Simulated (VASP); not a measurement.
# Sc (P6_3/mmc) in VASP: notebook

The runs below take Sc through single point, relaxation of volume and atoms at fixed shape, with LDA.

All numbers are computed with VASP 6.6.1; they aren't measurements. Logs are shortened: lines on timing, memory, paths and dates and some standing lists are left out, and cuts for length are marked.

## Step 1: The cell of the first run

Symmetry: P6_3/mmc, No. 194, hexagonal system. Conventional cell: a = 3.200 Å, b = 3.200 Å, c = 5.099 Å, α = 90.00°, β = 90.00°, γ = 120.00°. Sc (site symmetry -6m2) has 12 Sc at 3.15 to 3.20 Å within 4.1 Å.

## Step 2: Single point, LDA

INCAR reads:

```
ALGO     = Normal         # electronic algorithm
EDIFF    = 1E-6           # SCF threshold, eV
ENCUT    = 520            # plane-wave cutoff, eV
GGA      = CA             # functional
ISIF     = 2              # what is computed and relaxed
ISMEAR   = -1             # smearing method
LASPH    = T              # aspherical terms in the spheres
LCHARG   = F              # write CHGCAR
LREAL    = F              # projectors in reciprocal space
LWAVE    = F              # write WAVECAR
NBANDS   = 18             # bands
NELM     = 80             # most SCF steps
PREC     = Accurate       # precision mode
SIGMA    = 0.1            # smearing width, eV
```

KPOINTS reads:

```
k-points
0
Gamma
  9 9 5
```

POSCAR reads:

```
Sc
1.0
    3.1998884910      0.0000000000      0.0000000000
   -1.5999442455      2.7711847225      0.0000000000
    0.0000000000      0.0000000000      5.0994156153
Sc
2
Direct
    0.3333333333      0.6666666667      0.2500000000
    0.6666666667      0.3333333333      0.7500000000
```

Potentials or basis: VASP PAW LDA potentials, release 64 (Sc_sv).

Launch:

```
$ cat potpaw_LDA.64/Sc_sv/POTCAR > POTCAR
$ mpirun -np 1 vasp_std > vasp.out
```

OUTCAR:

```text
EDIFF = 1E-6
   ENCUT = 520
   GGA = CA
   ISIF = 2
   ISMEAR = -1
   LASPH = T
   LREAL = F
   NELM = 80
   PREC = Accurate

 ion  position               nearest neighbor table
   1  0.333  0.667  0.250-   2 3.15   2 3.15   2 3.15   2 3.15   2 3.15   2 3.15
   2  0.667  0.333  0.750-   1 3.15   1 3.15   1 3.15   1 3.15   1 3.15   1 3.15

  LATTYP: Found a hexagonal cell.
 ALAT       =     3.1998884910
 C/A-ratio  =     1.5936229121

  Lattice vectors:

 A1 = (   3.1998884910,   0.0000000000,   0.0000000000)
 A2 = (  -1.5999442455,   2.7711847225,   0.0000000000)
 A3 = (   0.0000000000,   0.0000000000,   5.0994156153)

Analysis of symmetry for initial positions (statically):
=====================================================================
 Subroutine PRICEL returns:
 Original cell was already a primitive cell.

 Routine SETGRP: Setting up the symmetry group for a
 hexagonal supercell.

 Subroutine GETGRP returns: Found 24 space group operations
 (whereof 12 operations were pure point group operations)
 out of a pool of 24 trial point group operations.

The static configuration has the point symmetry D_3d.
 The point group associated with its full space group is D_6h.

Analysis of symmetry for dynamics (positions and initial velocities):
=====================================================================
 Subroutine PRICEL returns:
 Original cell was already a primitive cell.

 Routine SETGRP: Setting up the symmetry group for a
 hexagonal supercell.

 Subroutine GETGRP returns: Found 24 space group operations
 (whereof 12 operations were pure point group operations)
 out of a pool of 24 trial point group operations.

The dynamic configuration has the point symmetry D_3d.
 The point group associated with its full space group is D_6h.

 Subroutine INISYM returns: Found 24 space group operations
 (whereof 12 operations are pure point group operations),
 and found     1 'primitive' translations

----------------------------------------------------------------------------------------

                                     Primitive cell

  volume of cell :      45.2190

  direct lattice vectors                    reciprocal lattice vectors
     3.199888491  0.000000000  0.000000000     0.312510890  0.180428246  0.000000000
    -1.599944245  2.771184723  0.000000000     0.000000000  0.360856493  0.000000000
     0.000000000  0.000000000  5.099415615     0.000000000  0.000000000  0.196100902

  length of vectors
     3.199888491  3.199888491  5.099415615     0.360856493  0.360856493  0.196100902

  position of ions in fractional coordinates (direct lattice)
     0.333333333  0.666666667  0.250000000
     0.666666667  0.333333333  0.750000000

  ion indices of the primitive-cell ions
   primitive index   ion index
                 1           1
                 2           2

----------------------------------------------------------------------------------------

 KPOINTS: k-points

Automatic generation of k-mesh.
 Grid dimensions read from file:
 generate k-points for:    9    9    5

 Generating k-lattice:

  Cartesian coordinates                     Fractional coordinates (reciprocal lattice)
     0.034723432  0.020047583  0.000000000     0.111111111  0.000000000  0.000000000
     0.000000000  0.040095166  0.000000000     0.000000000  0.111111111  0.000000000
     0.000000000  0.000000000  0.039220180     0.000000000  0.000000000  0.200000000

  Length of vectors
     0.040095166  0.040095166  0.039220180

  Shift w.r.t. Gamma in fractional coordinates (k-lattice)
     0.000000000  0.000000000  0.000000000

 Subroutine IBZKPT returns following result:
 ===========================================

 Found     36 irreducible k-points:

 Following reciprocal coordinates:
            Coordinates               Weight
  0.000000  0.000000  0.000000      1.000000
  0.111111  0.000000  0.000000      6.000000
  0.222222  0.000000  0.000000      6.000000
  0.333333  0.000000  0.000000      6.000000
  0.444444  0.000000  0.000000      6.000000
  0.111111  0.111111  0.000000      6.000000
[... 16 lines left out ...]
  0.333333  0.222222  0.200000     24.000000
  0.333333  0.333333  0.200000      4.000000
 [... further k-points ...]
   k-points           NKPTS =     36   k-points in BZ     NKDIM =     36   number of bands    NBANDS=     18
   number of dos      NEDOS =    301   number of ions     NIONS =      2
   total plane-waves  NPLWV =  23040
   dimension x,y,z NGX =    24 NGY =   24 NGZ =   40
   dimension x,y,z NGXF=    48 NGYF=   48 NGZF=   80
   ions per type =               2
   NGX,Y,Z   is equivalent  to a cutoff of  12.47, 12.47, 13.04 a.u.
   NGXF,Y,Z  is equivalent  to a cutoff of  24.94, 24.94, 26.08 a.u.
 SYSTEM =  unknown system
   PREC   = accura    normal or accurate (medium, high low for compatibility)
   ISTART =      0    job   : 0-new  1-cont  2-samecut
   ICHARG =      2    charge: 1-file 2-atom 10-const
   ISPIN  =      1    spin polarized calculation?
   LNONCOLLINEAR =      F non collinear calculations
   LSORBIT =      F    spin-orbit coupling
   LASPH  =      T    aspherical Exc in radial PAW
   ENCUT  =  520.0 eV  38.22 Ry    6.18 a.u.   5.95  5.95  9.48*2*pi/ulx,y,z
   NELM   =     80;   NELMIN=  2; NELMDL= -5     # of ELM steps
   EDIFF  = 0.1E-05   stopping-criterion for ELM
   LREAL  =      F    real-space projection
   EDIFFG = 0.1E-04   stopping-criterion for IOM
   NSW    =      0    number of steps for IOM
   IBRION =     -1    ionic relax: 0-MD 1-quasi-New 2-CG
   NFREE  =      0    steps in history (QN), initial steepest desc. (CG)
   ISIF   =      2    stress and relaxation
   ISYM   =      2    0-nonsym 1-usesym 2-fastsym
   POTIM  = 0.5000    time-step for ionic-motion
   TEBEG  =    0.0;   TEEND  =   0.0 temperature during run
   PSTRESS=    0.0 pullay stress
   NELECT =      22.0000    total number of electrons
   NUPDOWN=      -1.0000    fix difference up-down
   EMIN   =  10.00;   EMAX   =-10.00  energy-range for DOS
   EFERMI =   0.00;   METHOD = LEGACY
   ISMEAR =    -1;   SIGMA  =   0.10  broadening in eV -4-tet -1-fermi 0-gaus
   EFERMI_NEDOS =   21; number of points for ismear=-14 and -15
   IALGO  =     38    algorithm
   IMIX   =      4    mixing-type and parameters
     AMIX     =   0.40;   BMIX     =  1.00
     AMIX_MAG =   1.60;   BMIX_MAG =  1.00
  volume/ion in A,a.u.               =      22.61       152.58
  Fermi-wavevector in a.u.,A,eV,Ry     =   1.287584  2.433180 22.556716  1.657872
  Thomas-Fermi vector in A             =   2.419589
   LORBIT       =      0    0 simple, 1 ext, 2 COOP (PROOUT), +10 PAW based schemes
   GGA     = CA    functional components
   LHFCALC =     F    Hartree Fock is set to
   AEXX    =    0.0000 exact exchange contribution
   IVDW    =     0    specifies the selected vdW correction
   LEPSILON=     F    determine dielectric tensor
   LRPA    =     F    only Hartree local field effects (RPA)
 non-spin polarized calculation
  energy-cutoff  :      520.00
  volume of cell :       45.22
 maximum number of plane-waves:      1242
 NGX is ok and might be reduce to    24
   NGX = 11   NGY = 11   NGZ = 19

 number of electron      21.9999996 magnetization

 Free energy of the ion-electron system (eV)
  ---------------------------------------------------
  ext. energy  EPLUGINS =         0.00000000
  ---------------------------------------------------
  free energy    TOTEN  =       -13.50369371 eV

  energy without entropy =      -13.38289732  energy(sigma->0) =      -13.44329552

 E-fermi :   3.9839     XC(G=0): -10.5045

 val. band max:        3.9617786147   @ k =   0.4444   0.1111   0.4000
 cond. band min:       3.9872820295   @ k =   0.1111   0.1111   0.2000
 fundamental gap:      0.0255034148
 Fermi energy:         3.9839240145

 k-point     1 :       0.0000    0.0000    0.0000
  band No.  band energies     occupation
      1     -44.6163      2.00000
      2     -44.5164      2.00000
      3     -23.8675      2.00000
      4     -23.3889      2.00000
      5     -23.3889      2.00000
      6     -23.3088      2.00000
[... 10 lines left out ...]
     17       6.5208      0.00000
     18       6.5208      0.00000

 k-point     2 :       0.1111    0.0000    0.0000
  band No.  band energies     occupation
      1     -44.6072      2.00000
      2     -44.5127      2.00000
      3     -23.8456      2.00000
      4     -23.4344      2.00000
      5     -23.4038      2.00000
      6     -23.3560      2.00000
[... 10 lines left out ...]
     17       6.3141      0.00000
     18       6.3444      0.00000

 k-point     3 :       0.2222    0.0000    0.0000
  band No.  band energies     occupation
      1     -44.5835      2.00000
      2     -44.5042      2.00000
      3     -23.7853      2.00000
      4     -23.5506      2.00000
      5     -23.4713      2.00000
      6     -23.4397      2.00000
[... 10 lines left out ...]
     17       6.6051      0.00000
     18       6.8603      0.00000

 k-point     4 :       0.3333    0.0000    0.0000
  band No.  band energies     occupation
      1     -44.5541      2.00000
      2     -44.4968      2.00000
      3     -23.7031      2.00000
      4     -23.6841      2.00000
      5     -23.5960      2.00000
      6     -23.4786      2.00000
[... 10 lines left out ...]
     17       7.3545      0.00000
     18       7.5839      0.00000

 k-point     5 :       0.4444    0.0000    0.0000
  band No.  band energies     occupation
      1     -44.5316      2.00000
      2     -44.4952      2.00000
      3     -23.7714      2.00000
      4     -23.6745      2.00000
      5     -23.6303      2.00000
      6     -23.5032      2.00000
[... 10 lines left out ...]
     17       8.2138      0.00000
     18       8.3989      0.00000

 k-point     6 :       0.1111    0.1111    0.0000
  band No.  band energies     occupation
      1     -44.5909      2.00000
      2     -44.5066      2.00000
      3     -23.8044      2.00000
      4     -23.5021      2.00000
      5     -23.4687      2.00000
      6     -23.4019      2.00000
[... 10 lines left out ...]
     17       6.3349      0.00000
     18       6.7638      0.00000

 k-point     7 :       0.2222    0.1111    0.0000
  band No.  band energies     occupation
      1     -44.5642      2.00000
      2     -44.4988      2.00000
      3     -23.7325      2.00000
      4     -23.6168      2.00000
      5     -23.5679      2.00000
      6     -23.4590      2.00000
[... 10 lines left out ...]
     17       7.1097      0.00000
     18       7.5079      0.00000

 k-point     8 :       0.3333    0.1111    0.0000
  band No.  band energies     occupation
      1     -44.5374      2.00000
      2     -44.4950      2.00000
      3     -23.7263      2.00000
      4     -23.6507      2.00000
      5     -23.6429      2.00000
      6     -23.5114      2.00000
[... 10 lines left out ...]
     17       7.8762      0.00000
     18       8.2635      0.00000
[... 229 lines left out ...]
     17       7.2747      0.00000
     18       7.4231      0.00000

 k-point    20 :       0.3333    0.1111    0.2000
  band No.  band energies     occupation
      1     -44.5334      2.00000
      2     -44.4991      2.00000
      3     -23.7675      2.00000
      4     -23.6882      2.00000
      5     -23.5744      2.00000
      6     -23.5004      2.00000
[... 10 lines left out ...]
     17       7.8048      0.00000
     18       8.0104      0.00000

 k-point    21 :       0.4444    0.1111    0.2000
  band No.  band energies     occupation
      1     -44.5217      2.00000
      2     -44.4986      2.00000
      3     -23.7984      2.00000
      4     -23.7154      2.00000
      5     -23.5686      2.00000
      6     -23.5007      2.00000
[... 10 lines left out ...]
     17       8.0153      0.00000
     18       8.2744      0.00000

 k-point    22 :       0.2222    0.2222    0.2000
  band No.  band energies     occupation
      1     -44.5354      2.00000
      2     -44.4993      2.00000
      3     -23.7280      2.00000
      4     -23.6859      2.00000
      5     -23.5535      2.00000
      6     -23.5294      2.00000
[... 10 lines left out ...]
     17       7.7022      0.00000
     18       8.0338      0.00000

 k-point    23 :       0.3333    0.2222    0.2000
  band No.  band energies     occupation
      1     -44.5172      2.00000
      2     -44.4990      2.00000
      3     -23.7462      2.00000
      4     -23.6953      2.00000
      5     -23.6044      2.00000
      6     -23.5143      2.00000
[... 10 lines left out ...]
     17       7.7121      0.00000
     18       8.2299      0.00000

 k-point    24 :       0.3333    0.3333    0.2000
  band No.  band energies     occupation
      1     -44.5049      2.00000
      2     -44.5049      2.00000
      3     -23.6892      2.00000
      4     -23.6802      2.00000
      5     -23.6802      2.00000
      6     -23.5415      2.00000
[... 10 lines left out ...]
     17       7.8899      0.00000
     18       7.8900      0.00000

 [... further k-points ...]

------------------------ aborting loop because EDIFF is reached ----------------------------------------

  FORCE on cell =-STRESS in cart. coord.  units (eV):
  Direction    XX          YY          ZZ          XY          YZ          ZX
  --------------------------------------------------------------------------------------
  -------------------------------------------------------------------------------------
  Total        0.2058010      0.2058010     -0.3432335      0.0000000      0.0000000      0.0000000
  in kB        7.2918423      7.2918423    -12.1612853      0.0000000      0.0000000      0.0000000
  external PRESSURE =       0.8074664 kB  Pullay stress =       0.0000000 kB

 VOLUME and BASIS-vectors are now :
 -----------------------------------------------------------------------------
  energy-cutoff  :      520.00
  volume of cell :       45.22
      direct lattice vectors                 reciprocal lattice vectors
     3.199888491  0.000000000  0.000000000     0.312510890  0.180428246  0.000000000
    -1.599944245  2.771184723  0.000000000     0.000000000  0.360856493  0.000000000
     0.000000000  0.000000000  5.099415615     0.000000000  0.000000000  0.196100902

 POSITION                                       TOTAL-FORCE (eV/Angst)
 -----------------------------------------------------------------------------------
     -0.00000      1.84746      1.27485         0.000000     -0.000000      0.000000
      1.59994      0.92373      3.82456        -0.000000      0.000000      0.000000
 -----------------------------------------------------------------------------------
    total drift:                               -0.000000      0.000000     -0.000000

  FREE ENERGIE OF THE ION-ELECTRON SYSTEM (eV)
  ---------------------------------------------------
  free  energy   TOTEN  =       -13.5036937091 eV

  energy  without entropy=      -13.3828973218  energy(sigma->0) =      -13.44329552
```

Wall time 22 s (1 thread of AMD EPYC 7R13, shared host); peak memory 0.12 GiB.

Results:

```yaml
Free_energy: -13.5037 eV
Pressure: 0.1 GPa
Band_gap_on_the_k_mesh: zero (bands 11 and 12 overlap by 1.30 eV)
```

Levels at points of the mesh, in eV from the Fermi level:
```
           k point  band 8  band 9  band 10  band 11  band 12  band 13  band 14  band 15
(0.00, 0.00, 0.00)  -27.28   -5.23    -1.80     0.74     1.66     1.66     1.79     2.13
```

## Step 3: Relaxation of volume and atoms at fixed shape, LDA

This run uses another cell than the first one, of 25.00 Å³/atom.

INCAR reads:

```
SYSTEM = Sc
  PREC = Accurate
  ENCUT = 600
  EDIFF = 1E-7
  ISMEAR = -1
  SIGMA = 0.1
  LREAL = .False.
  LASPH = .True.
  NELM = 60
  ALGO = Normal
  ISIF = 8
  LWAVE = .False.
  LCHARG = .False.
  IBRION = 2
  NSW = 60
  EDIFFG = -0.01
```

KPOINTS reads:

```
Automatic mesh
0
Gamma
  9 9 5
  0 0 0
```

POSCAR reads:

```
Sc
1.0
    3.3090000000      0.0000000000      0.0000000000
   -1.6545000000      2.8656800000      0.0000000000
    0.0000000000      0.0000000000      5.2733000000
Sc
2
Direct
    0.3333333333      0.6666666667      0.2500000000
    0.6666666667      0.3333333333      0.7500000000
```

Potentials or basis: VASP PAW LDA potentials, release 64 (Sc_sv).

Launch:

```
$ cat potpaw_LDA.64/Sc_sv/POTCAR > POTCAR
$ mpirun -np 1 vasp_std > vasp.out
```

OUTCAR:

```text
SYSTEM = Sc
   PREC = Accurate
   ENCUT = 600
   EDIFF = 1E-7
   ISMEAR = -1
   LREAL = .False.
   LASPH = .True.
   NELM = 60
   ISIF = 8
   IBRION = 2
   NSW = 60
   EDIFFG = -0.01

 ion  position               nearest neighbor table
   1  0.333  0.667  0.250-   2 3.26   2 3.26   2 3.26   2 3.26   2 3.26   2 3.26
   2  0.667  0.333  0.750-   1 3.26   1 3.26   1 3.26   1 3.26   1 3.26   1 3.26

  LATTYP: Found a hexagonal cell.
 ALAT       =     3.3090000000
 C/A-ratio  =     1.5936234512

  Lattice vectors:

 A1 = (   3.3090000000,   0.0000000000,   0.0000000000)
 A2 = (  -1.6545000000,   2.8656800000,   0.0000000000)
 A3 = (   0.0000000000,   0.0000000000,   5.2733000000)

Analysis of symmetry for initial positions (statically):
=====================================================================
 Subroutine PRICEL returns:
 Original cell was already a primitive cell.
[... 271 lines left out ...]
      8     -23.3107      2.00000
      9      -1.2581      2.00000
     10       2.1728      2.00000
     11       4.7069      0.00129
     12       5.6325      0.00000
     13       5.6325      0.00000
     14       5.7600      0.00000
[... 401 lines left out ...]
      2     -44.5216      2.00000
      3     -23.7046      2.00000
      4     -23.6957      2.00000
      5     -23.6957      2.00000
      6     -23.5578      2.00000
      7     -23.4731      2.00000
      8     -23.4731      2.00000
      9       3.4170      1.99228
     10       3.4372      1.99056
     11       3.4372      1.99056
     12       3.4514      1.98913
     13       4.8116      0.00045
     14       4.8116      0.00045
     15       6.1416      0.00000

 [... further k-points ...]

------------------------ aborting loop because EDIFF is reached ----------------------------------------

  FORCE on cell =-STRESS in cart. coord.  units (eV):
  Direction    XX          YY          ZZ          XY          YZ          ZX
  --------------------------------------------------------------------------------------
  -------------------------------------------------------------------------------------
  Total        0.1841755      0.1841757     -0.3615474      0.0000000      0.0000000      0.0000000
  in kB        6.5135516      6.5135604    -12.7864898      0.0000000      0.0000000      0.0000000
  external PRESSURE =       0.0802074 kB  Pullay stress =       0.0000000 kB
[... 17 lines left out ...]
  FREE ENERGIE OF THE ION-ELECTRON SYSTEM (eV)
  ---------------------------------------------------
  free  energy   TOTEN  =       -13.5041470729 eV

  energy  without entropy=      -13.3832000323  energy(sigma->0) =      -13.44367355

 reached required accuracy - stopping structural energy minimisation
```

Run time: 88 s. Hardware: 1 thread of AMD EPYC 7R13, shared host; peak memory 0.14 GiB.

What came out:

```yaml
Free_energy: -13.5041 eV
Relaxed_volume: 22.65 Å³/atom
Relaxed_cell: a = 3.202 Å, b = 3.202 Å, c = 5.103 Å, α = 90.00°, β = 90.00°, γ = 120.00°
Space_group_after_relaxing_to_0.1_Å: P6_3/mmc (No. 194)
Energy_gained_by_relaxing: 39.8 meV/atom
Ionic_steps: 3
Pressure_after_relaxing: 0.0 GPa
Band_gap_on_the_k_mesh: zero (bands 11 and 12 overlap by 1.30 eV)
```

The path:
```tsv
step	energy change (eV)	largest force (eV/Å)	pressure (GPa)	volume (Å³)
1	0.0000	0.0000	-5.08	50.00
2	-0.0766	0.0000	1.15	44.48
3	-0.0796	0.0000	0.01	45.30
```

Final structure:
```
Sc
1.0
     3.20186    0.00000    0.00000
    -1.60093    2.77290    0.00000
     0.00000    0.00000    5.10256
Sc
2
Direct
  0.33333 0.66667 0.25000
  0.66667 0.33333 0.75000
```
